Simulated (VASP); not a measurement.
Input of a VASP 6.6.1 run:

File INCAR:

```
PREC = Accurate ; ENCUT = 500
EDIFF = 1E-6 ; ISMEAR = -1
SIGMA = 0.1 ; LREAL = False
LASPH = True ; NELM = 120
ALGO = Normal ; ISIF = 2
LWAVE = False ; LCHARG = True
LELF = True ; LVHAR = True
NBANDS = 16 ; GGA_COMPAT = False
```

File KPOINTS:

```
Automatic mesh
0
Gamma
  6 6 6
```

Contents of POSCAR:

```
InAs
1.0
    0.0000000000      2.8773040000      2.8773040000
    2.8773040000      0.0000000000      2.8773040000
    2.8773040000      2.8773040000      0.0000000000
In As
1 1
Direct
    0.5000000000      0.5000000000      0.5000000000
    0.0000000000      0.0000000000      0.0000000000
```

Potentials or basis: VASP PAW LDA potentials, release 64 (In_d, As).

Command:

```bash
$ cat potpaw_LDA.64/In_d/POTCAR potpaw_LDA.64/As/POTCAR > POTCAR
$ mpirun -np 1 vasp_std > vasp.out
```

(1) Predict the pressure.

(2) Predict the band gap on the k mesh.

## Answers

(1) -5.0 GPa.

(2) zero (band 9 reaches 6.15 eV, above the bottom of band 10 at 3.54 eV).

Caveat: spin-orbit coupling is left out, which moves the levels of the heavy elements.
